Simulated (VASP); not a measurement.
A run of VASP 6.6.1 is set up as follows.

Contents of INCAR:

```
SYSTEM = Sr
  PREC = Accurate
  ENCUT = 520
  EDIFF = 1E-6
  ISMEAR = -1
  SIGMA = 0.1
  LREAL = .FALSE.
  LASPH = .TRUE.
  NELM = 60
  ALGO = Normal
  ISIF = 2
  LWAVE = .FALSE.
  LCHARG = .FALSE.
  GGA = RP
  NBANDS = 28
```

Contents of KPOINTS:

```
Automatic mesh
0
G
  11 11 3
  0 0 0
```

File POSCAR:

```
Sr
1.0
    4.3552605937      0.0000000000      0.0000000000
   -2.1776302968      3.7717663143      0.0000000000
    0.0000000000      0.0000000000     14.2576036472
Sr
4
Direct
    1.0000000000      1.0000000000      0.0000000000
    1.0000000000      1.0000000000      0.5000000000
    0.3333333333      0.6666666667      0.2500000000
    0.6666666667      0.3333333333      0.7500000000
```

Potentials or basis: VASP PAW PBE potentials, release 64 (Sr_sv).

The run is started by

```sh
$ cat potpaw_PBE.64/Sr_sv/POTCAR > POTCAR
$ mpirun -np 1 vasp_std > vasp.out
```

Task: What does it give for the band gap on the k mesh?

Result: Zero (band 20 reaches 1.60 eV, above the bottom of band 21 at 1.43 eV).

Task: Estimate the pressure.

Result: 0.0 GPa.

Caveat: the PAW data sets were made with another functional, which shifts forces and pressure a little.
